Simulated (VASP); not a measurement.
# Al8H in VASP: a series of runs, part 3 of 3

VASP 6.6.1. Earlier steps stand in the parts before.

## 5. Single point, PBE

File INCAR:

```
SYSTEM = Al8H
PREC = Accurate ; ENCUT = 520
EDIFF = 1E-6 ; ISMEAR = 0
SIGMA = 0.1 ; LREAL = Auto
LASPH = .TRUE. ; NELM = 60
ALGO = Normal ; ISIF = 2
LWAVE = .FALSE. ; LCHARG = .TRUE.
LDIPOL = .TRUE. ; IDIPOL = 3
DIPOL = 0.5 0.5 0.292 ; GGA = PE
LELF = .TRUE. ; LVHAR = .TRUE.
LVACPOTAV = .TRUE. ; NBANDS = 40
```

File KPOINTS:

```
Automatic mesh
0
G
  5 4 1
  0 0 0
```

File POSCAR:

```
Al8H
1.0
    5.7135165837      0.0000000000      0.0000000000
    0.0000000000      8.0801326415      0.0000000000
    0.0000000000      0.0000000000     22.2432786975
Al H
16 2
Direct
    0.2500000000      0.2500000000      0.1798296040
    0.2500000000      0.7500000000      0.1798296040
    0.7500000000      0.2500000000      0.1798296040
    0.7500000000      0.7500000000      0.1798296040
    0.0000000000      0.0000000000      0.2440458181
    0.0000000000      0.5000000000      0.2440458181
    0.5000000000      0.0000000000      0.2440458181
    0.5000000000      0.5000000000      0.2440458181
    0.2500000000      0.2500000000      0.3102598702
    0.2500000000      0.7500000000      0.3102598702
    0.7500000000      0.2500000000      0.3102598702
    0.7500000000      0.7500000000      0.3102598702
    0.0000000000      0.0000000000      0.3705963860
    0.0000000000      0.5000000000      0.3705963860
    0.5000000000      0.0000000000      0.3705963860
    0.5000000000      0.5000000000      0.3705963860
    0.2500000000      0.1931321217      0.4195999531
    0.2500000000      0.3068678783      0.4195999531
```

Potentials or basis: VASP PAW PBE potentials, release 64 (Al, H).

Launch:

```console
$ cat potpaw_PBE.64/Al/POTCAR potpaw_PBE.64/H/POTCAR > POTCAR
$ mpirun -np 1 vasp_std > vasp.out
```

OUTCAR:

```text
SYSTEM = Al8H
   PREC = Accurate
   ENCUT = 520
   EDIFF = 1E-6
   ISMEAR = 0
   LREAL = Auto
   LASPH = .TRUE.
   NELM = 60
   ISIF = 2
   GGA = PE

 ion  position               nearest neighbor table
   1  0.250  0.250  0.180-   3 2.86   3 2.86   6 2.86   7 2.86   8 2.86   5 2.86   9 2.90
   2  0.250  0.750  0.180-   4 2.86   4 2.86   6 2.86   7 2.86   8 2.86   5 2.86  10 2.90
   3  0.750  0.250  0.180-   1 2.86   1 2.86   6 2.86   7 2.86   8 2.86   5 2.86  11 2.90
   4  0.750  0.750  0.180-   2 2.86   2 2.86   6 2.86   7 2.86   8 2.86   5 2.86  12 2.90
   5  0.000  0.000  0.244-  13 2.81   7 2.86   7 2.86   4 2.86   1 2.86   2 2.86   3 2.86  11 2.88
                            12 2.88   9 2.88  10 2.88
   6  0.000  0.500  0.244-  14 2.81   8 2.86   8 2.86   4 2.86   1 2.86   2 2.86   3 2.86  11 2.88
                            12 2.88   9 2.88  10 2.88
   7  0.500  0.000  0.244-  15 2.81   5 2.86   5 2.86   4 2.86   1 2.86   2 2.86   3 2.86  11 2.88
                            12 2.88   9 2.88  10 2.88
   8  0.500  0.500  0.244-  16 2.81   6 2.86   6 2.86   4 2.86   1 2.86   2 2.86   3 2.86  11 2.88
                            12 2.88   9 2.88  10 2.88
   9  0.250  0.250  0.310-  13 2.81  14 2.81  15 2.81  16 2.81  11 2.86  11 2.86   7 2.88   8 2.88
                             5 2.88   6 2.88   1 2.90
  10  0.250  0.750  0.310-  13 2.81  14 2.81  15 2.81  16 2.81  12 2.86  12 2.86   7 2.88   8 2.88
                             5 2.88   6 2.88   2 2.90
  11  0.750  0.250  0.310-  13 2.81  14 2.81  15 2.81  16 2.81   9 2.86   9 2.86   7 2.88   8 2.88
                             5 2.88   6 2.88   3 2.90
  12  0.750  0.750  0.310-  13 2.81  14 2.81  15 2.81  16 2.81  10 2.86  10 2.86   7 2.88   8 2.88
                             5 2.88   6 2.88   4 2.90
  13  0.000  0.000  0.371-   9 2.81  10 2.81  11 2.81  12 2.81   5 2.81  15 2.86  15 2.86
  14  0.000  0.500  0.371-   9 2.81  10 2.81  11 2.81  12 2.81   6 2.81  16 2.86  16 2.86
  15  0.500  0.000  0.371-   9 2.81  10 2.81  11 2.81  12 2.81   7 2.81  13 2.86  13 2.86
  16  0.500  0.500  0.371-   9 2.81  10 2.81  11 2.81  12 2.81   8 2.81  14 2.86  14 2.86
  17  0.250  0.193  0.420-
  18  0.250  0.307  0.420-

  LATTYP: Found a simple orthorhombic cell.
 ALAT       =     5.7135165837
 B/A-ratio  =     1.4142135624
 C/A-ratio  =     3.8930977747

  Lattice vectors:

 A1 = (   5.7135165837,   0.0000000000,   0.0000000000)
 A2 = (   0.0000000000,   8.0801326415,   0.0000000000)
[... 185 lines left out ...]

 number of electron      49.9999997 magnetization

 dipolmoment           0.000000      0.000000      0.000469 electrons x Angstroem

 Free energy of the ion-electron system (eV)
  ---------------------------------------------------
  ext. energy  EPLUGINS =         0.00000000
  ---------------------------------------------------
  free energy    TOTEN  =       -60.61722721 eV

  energy without entropy =      -60.57610062  energy(sigma->0) =      -60.59666392

 E-fermi :  -0.8744     XC(G=0):  -3.6073

 val. band max:       -0.9642287242   @ k =   0.0000   0.2500   0.0000
 cond. band min:      -0.8413600142   @ k =   0.0000   0.2500   0.0000
 fundamental gap:      0.1228687100
 Fermi energy:        -0.8743663453

 k-point     1 :       0.0000    0.0000    0.0000
  band No.  band energies     occupation
      1     -11.1924      2.00000
      2      -9.3462      2.00000
      3      -8.9690      2.00000
      4      -8.8208      2.00000
      5      -7.7900      2.00000
      6      -6.7165      2.00000
[... 349 lines left out ...]
     36       1.7011      0.00000
     37       2.1054      0.00000
 [bands above 37 left out]

------------------------ aborting loop because EDIFF is reached ----------------------------------------

  FORCE on cell =-STRESS in cart. coord.  units (eV):
  Direction    XX          YY          ZZ          XY          YZ          ZX
  --------------------------------------------------------------------------------------
  -------------------------------------------------------------------------------------
  Total      -11.8500185     -3.8905885      0.8489812      0.0000000      0.0000000      0.0000000
  in kB      -18.4888043     -6.0702293      1.3246095      0.0000000      0.0000000      0.0000000
  external PRESSURE =      -7.7448081 kB  Pullay stress =       0.0000000 kB

 VOLUME and BASIS-vectors are now :
 -----------------------------------------------------------------------------
  energy-cutoff  :      520.00
  volume of cell :     1026.88
      direct lattice vectors                 reciprocal lattice vectors
     5.713516584  0.000000000  0.000000000     0.175023558  0.000000000  0.000000000
     0.000000000  8.080132642  0.000000000     0.000000000  0.123760345  0.000000000
     0.000000000  0.000000000 22.243278697     0.000000000  0.000000000  0.044957401

 POSITION                                       TOTAL-FORCE (eV/Angst)
 -----------------------------------------------------------------------------------
      1.42838      2.02003      4.00000        -0.000000      0.000000      0.220713
      1.42838      6.06010      4.00000        -0.000000      0.000000      0.173434
      4.28514      2.02003      4.00000        -0.000000      0.000000      0.192862
      4.28514      6.06010      4.00000        -0.000000      0.000000      0.180425
      0.00000      0.00000      5.42838        -0.030078     -0.018593     -0.256234
      0.00000      4.04007      5.42838        -0.030078      0.018593     -0.256234
[... 10 lines left out ...]
      1.42838      1.56053      9.33328        -0.000000      1.655594      0.360352
      1.42838      2.47953      9.33328        -0.000000     -1.655594      0.360352
 -----------------------------------------------------------------------------------
    total drift:                               -0.000000     -0.000000     -0.013552

  FREE ENERGIE OF THE ION-ELECTRON SYSTEM (eV)
  ---------------------------------------------------
  free  energy   TOTEN  =       -60.6172272112 eV

  energy  without entropy=      -60.5761006244  energy(sigma->0) =      -60.59666392

 vacuum level on the upper side and lower side of the slab         3.217         3.216
```

OSZICAR:

```text
N       E                     dE             d eps       ncg     rms          rms(c)
DAV:   1     0.189209434739E+03    0.18921E+03   -0.14147E+04   720   0.854E+02
DAV:   2    -0.487863162692E+02   -0.23800E+03   -0.22852E+03  1040   0.150E+02
DAV:   3    -0.633484635853E+02   -0.14562E+02   -0.14155E+02   912   0.378E+01
DAV:   4    -0.638735168291E+02   -0.52505E+00   -0.52401E+00  1168   0.824E+00
[... 17 lines left out ...]
DAV:  22    -0.606172103251E+02   -0.10621E-04   -0.58220E-07   720   0.217E-03    0.792E-04
DAV:  23    -0.606172214471E+02   -0.11122E-04   -0.50585E-07   704   0.178E-03    0.588E-04
DAV:  24    -0.606172250690E+02   -0.36218E-05   -0.12743E-07   640   0.113E-03    0.361E-04
DAV:  25    -0.606172269228E+02   -0.18539E-05   -0.11117E-07   624   0.972E-04    0.193E-04
DAV:  26    -0.606172272112E+02   -0.28838E-06   -0.39758E-08   584   0.675E-04
   1 F= -.60617227E+02 E0= -.60596664E+02  d E =-.411266E-01
```

It took 7.7 min on 1 thread of Intel Xeon 6975P-C (Granite Rapids), shared host; peak memory 0.89 GiB.

What came out:

| Quantity | Value |
| --- | --- |
| Free energy | -60.6172 eV |
| Largest force | 1.694 eV/Å |
| Band gap on the k mesh | zero (bands 25 and 26 overlap by 0.56 eV) |

Forces on the atoms (eV/Å):
```
Al   0.000  0.000  0.221
Al   0.000  0.000  0.173
Al   0.000  0.000  0.193
Al   0.000  0.000  0.180
Al  -0.030 -0.019 -0.256
Al  -0.030  0.019 -0.256
Al   0.030 -0.019 -0.256
Al   0.030  0.019 -0.256
Al   0.000  0.000 -0.450
Al   0.000  0.000  0.057
Al   0.000  0.000  0.074
Al   0.000  0.000 -0.037
Al  -0.107 -0.154 -0.027
Al  -0.107  0.154 -0.027
Al   0.107 -0.154 -0.027
Al   0.107  0.154 -0.027
H    0.000  1.656  0.360
H    0.000 -1.656  0.360
```

Levels at points of the mesh, in eV from the Fermi level:
| k point | band 22 | band 23 | band 24 | band 25 | band 26 | band 27 | band 28 | band 29 |
| --- | --- | --- | --- | --- | --- | --- | --- | --- |
| (0.00, 0.00, 0.00) | -1.31 | -0.78 | -0.71 | -0.46 | -0.24 | 0.03 | 0.08 | 1.06 |
| (0.00, 0.50, 0.00) | -0.97 | -0.96 | -0.90 | -0.77 | 0.08 | 0.11 | 0.22 | 0.30 |

## 6. Single point, PBE

File INCAR:

```
SYSTEM = Al8H
PREC = Accurate
ENCUT = 520
EDIFF = 1E-7
ISMEAR = 0
SIGMA = 0.1
LREAL = Auto
LASPH = .True.
NELM = 100
ALGO = Normal
ISIF = 2
LWAVE = .False.
LCHARG = .False.
LDIPOL = .True.
IDIPOL = 3
DIPOL = 0.5 0.5 0.295
GGA = PE
NBANDS = 40
```

File KPOINTS:

```
regular mesh
0
Gamma
  5 4 1
  0 0 0
```

POSCAR: that of step 5 with these lines changed.

```diff
@@ -24,3 +24,3 @@
     0.5000000000      0.5000000000      0.3705963860
-    0.2500000000      0.1931321217      0.4195999531
-    0.2500000000      0.3068678783      0.4195999531
+    0.2500000000      0.1931321217      0.4483726897
+    0.2500000000      0.3068678783      0.4483726897
```

Potentials or basis: VASP PAW PBE potentials, release 64 (Al, H).

Launch:

```console
$ cat potpaw_PBE.64/Al/POTCAR potpaw_PBE.64/H/POTCAR > POTCAR
$ mpirun -np 1 vasp_std > vasp.out
```

It took 8.5 min on 1 thread of Intel Xeon 6975P-C (Granite Rapids), shared host; peak memory 0.89 GiB.

Results (log left out):

* Free energy: -60.9558 eV
* Largest force: 2.817 eV/Å
* Band gap on the k mesh: zero (bands 25 and 26 overlap by 0.51 eV)

Forces on the atoms (eV/Å):
```
Al   0.000  0.000  0.223
Al   0.000  0.000  0.187
Al   0.000  0.000  0.169
Al   0.000  0.000  0.177
Al  -0.007 -0.014 -0.217
Al  -0.007  0.014 -0.217
Al   0.007 -0.014 -0.217
Al   0.007  0.014 -0.217
Al   0.000  0.000 -0.153
Al   0.000  0.000 -0.013
Al   0.000  0.000  0.004
Al   0.000  0.000 -0.015
Al  -0.039 -0.063 -0.011
Al  -0.039  0.063 -0.011
Al   0.039 -0.063 -0.011
Al   0.039  0.063 -0.011
H    0.000  2.812  0.165
H    0.000 -2.812  0.165
```

Levels at points of the mesh, in eV from the Fermi level:
| k point | band 21 | band 22 | band 23 | band 24 | band 25 | band 26 | band 27 | band 28 | band 29 | band 30 |
| --- | --- | --- | --- | --- | --- | --- | --- | --- | --- | --- |
| (0.00, 0.00, 0.00) | -1.65 | -1.28 | -0.79 | -0.76 | -0.51 | -0.18 | -0.09 | 0.18 | 1.05 | 1.26 |
| (0.00, 0.50, 0.00) | -1.00 | -0.95 | -0.94 | -0.88 | -0.85 | 0.19 | 0.19 | 0.24 | 0.27 | 1.15 |

## 7. Summary

| cell | gap on the mesh (eV) | largest force (eV/Å) |
| --- | --- | --- |
| as given, atomic positions A | none | 0.67 |
| as given, atomic positions B | none | 0.95 |
| as given, atomic positions C | none | 0.95 |
| as given, atomic positions D | none | 1.69 |
| as given, atomic positions E | none | 2.82 |

Alike in all rows: task single point; level PBE; potentials or basis VASP PAW PBE potentials, release 64 (Al, H); no spin polarisation; k mesh 5 × 4 × 1; cutoff (eV) 520; smearing gaussian 0.1 eV.

Absolute energies hang on the potentials; compare differences alone.
